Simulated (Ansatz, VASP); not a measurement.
Two plane-wave programs on Co

```
Co
1.0
     2.47056    0.00000    0.00000
    -1.23528    2.13957    0.00000
     0.00000    0.00000    8.08823
Co
4
Direct
  0.00000 0.00000 0.00000
  0.33333 0.66667 0.25000
  0.00000 0.00000 0.50000
  0.66667 0.33333 0.75000
```

Alike in both runs: task single point; functional PBE; k mesh 10 × 10 × 3; collinear spin.

|  | VASP | Ansatz |
| --- | --- | --- |
| version | VASP 6.6.1 | Ansatz 0.2.0 |
| potentials or method | VASP PAW PBE potentials, release 64 (Co), cutoff 520 eV | plane waves, PAW |
| occupations | methfessel-paxton of order 1, width 0.1 eV | cold, width 0.1 eV |
| valence electrons in the cell | 36 | 68 |

```tsv
	VASP	Ansatz	Ansatz less VASP
pressure (GPa)	4.1	4.9	+0.76
traceless stress, the component that is largest in VASP (GPa)	-2.17	-2.20	-0.025
net moment per atom (μB)	1.67	1.67	+0.004
size of the moment on the site where the two differ most (μB)	1.69	1.75	+0.061
```

Site moments also hang on the region over which each program counts them. VASP's potentials hold 36 valence electrons a cell and Ansatz's 68, so a difference there can come from the potentials and not from the codes. Ansatz's warnings: stability check not made, stress scf threshold loose.
